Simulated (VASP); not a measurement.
A run of VASP 6.6.1 is set up as follows.

INCAR

```
SYSTEM = W
PREC = Accurate
ENCUT = 520
EDIFF = 1E-6
ISMEAR = -1
SIGMA = 0.1
LREAL = .False.
LASPH = .True.
NELM = 60
ALGO = Normal
ISIF = 2
LWAVE = .False.
LCHARG = .True.
GGA = PE
LELF = .True.
LVHAR = .True.
NBANDS = 13
```

The input KPOINTS:

```
Automatic mesh
0
Gamma
  16 16 16
  0 0 0
```

POSCAR

```
W
1.0
    2.4887130555      0.0000000000      0.0000000000
    0.0000000000      2.4887130555      0.0000000000
    0.0000000000      0.0000000000      2.4887130555
W
1
Direct
    0.0000000000      0.0000000000      0.0000000000
```

Potentials or basis: VASP PAW PBE potentials, release 64 (W_sv).

Launch:

```console
$ cat potpaw_PBE.64/W_sv/POTCAR > POTCAR
$ mpirun -np 1 vasp_std > vasp.out
```

(1) Estimate the pressure.

(2) Predict the band gap on the k mesh.

Answers

(1) 56.2 GPa.

(2) zero (band 7 reaches 14.00 eV, above the bottom of band 8 at 10.26 eV).

Caveat: spin-orbit coupling is left out, which moves the levels of the heavy elements.
